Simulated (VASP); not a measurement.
Here is a VASP 6.6.1 calculation.

Contents of INCAR:

```
SYSTEM = NaCl
ALGO     = Normal         ! electronic algorithm
EDIFF    = 1E-6           ! SCF threshold, eV
ENCUT    = 500            ! plane-wave cutoff, eV
GGA      = PE             ! functional
GGA_COMPAT= .FALSE.      
ISIF     = 2              ! what is computed and relaxed
ISMEAR   = 0              ! smearing method
LASPH    = .TRUE.         ! aspherical terms in the spheres
LCHARG   = .FALSE.        ! write CHGCAR
LREAL    = .FALSE.        ! projectors in reciprocal space
LWAVE    = .FALSE.        ! write WAVECAR
NBANDS   = 14             ! bands
NELM     = 120            ! most SCF steps
PREC     = Accurate       ! precision mode
SIGMA    = 0.05           ! smearing width, eV
```

File KPOINTS:

```
k-points
0
G
  8 8 8
  0 0 0
```

Contents of POSCAR:

```
NaCl
1.0
    3.5079306234      0.0000000000      0.0000000000
    0.0000000000      3.5079306234      0.0000000000
    0.0000000000      0.0000000000      3.5079306234
Na Cl
1 1
Direct
    0.0000000000      0.0000000000      0.0000000000
    0.5000000000      0.5000000000      0.5000000000
```

Potentials or basis: VASP PAW PBE potentials, release 64 (Na_pv, Cl).

Command:

```bash
$ cat potpaw_PBE.64/Na_pv/POTCAR potpaw_PBE.64/Cl/POTCAR > POTCAR
$ mpirun -np 1 vasp_std > vasp.out
```

What does it give for the band gap on the k mesh?

3.96 eV (least direct gap 4.45 eV).

Estimate the pressure.

-0.1 GPa.

A k mesh can miss the band edges. PBE gaps usually lie below the measured ones, often by a third to a half.
